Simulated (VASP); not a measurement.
Here is a VASP 6.6.1 calculation.

INCAR

```
ALGO = Normal
EDIFF = 1E-7
ENCUT = 520
GGA = PE
ISIF = 2
ISMEAR = 0
LASPH = True
LCHARG = False
LREAL = False
LWAVE = False
NBANDS = 15
NELM = 60
PREC = Accurate
SIGMA = 0.01
```

Contents of KPOINTS:

```
k-points
0
Gamma
  4 4 4
```

File POSCAR:

```
CaSe
1.0
    0.0000000000      2.9378597577      2.9776696370
    2.9378597577      0.0000000000      2.9776696370
    2.9378597577      2.9378597577      0.0000000000
Ca Se
1 1
Direct
    0.0000000000      0.0000000000      0.0000000000
    0.5000000000      0.5000000000      0.5000000000
```

Potentials or basis: VASP PAW PBE potentials, release 64 (Ca_sv, Se).

Launch:

```sh
$ cat potpaw_PBE.64/Ca_sv/POTCAR potpaw_PBE.64/Se/POTCAR > POTCAR
$ mpirun -np 1 vasp_std > vasp.out
```

**Question.** Predict the band gap on the k mesh.

**Answer.** 1.99 eV (least direct gap 2.91 eV).

**Question.** Estimate the pressure.

**Answer.** 1.8 GPa.

Stress tensor (GPa, compression positive):
```
2.20 0.00 0.00
0.00 2.20 0.00
0.00 0.00 0.89
```

Caveat: the k points lie up to 0.46 Å⁻¹ apart; the cell differs from its parent crystal (epitaxial xy strain -1.0%). A k mesh can miss the band edges.
